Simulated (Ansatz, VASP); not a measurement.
## One calculation of Be2Se, two programs

```
Be Se
1.0
     0.00000    2.99546    2.99546
     2.99546    0.00000    2.99546
     2.99546    2.99546    0.00000
Be Se
2 1
Direct
  0.75000 0.75000 0.75000
  0.25000 0.25000 0.25000
  0.00000 0.00000 0.00000
```

Change from the starting cell: species swapped into the Sr2Ir type (Fm-3m, No. 225).

Alike in both runs: task single point; functional PBE; k mesh 6 × 6 × 6; occupations gaussian, width 0.1 eV; no spin polarisation.

|  | VASP | Ansatz |
| --- | --- | --- |
| version | VASP 6.6.1 | Ansatz 0.2.0 |
| potentials or method | VASP PAW PBE potentials, release 64 (Be, Se), cutoff 520 eV | scalar-relativistic, plane waves, PAW |
| valence electrons in the cell | 10 | 20 |

```csv
,VASP,Ansatz,Ansatz less VASP
gap on the k mesh at the Fermi level (eV),none,none,-
pressure (GPa),-6.3,-6.3,-0.02
```

A gap of «none» marks a metal or a gap that the smearing closes. With one functional, cell and mesh, what is left measures potentials, basis and numerics. VASP's potentials hold 10 valence electrons a cell and Ansatz's 20, so a difference there can come from the potentials and not from the codes.
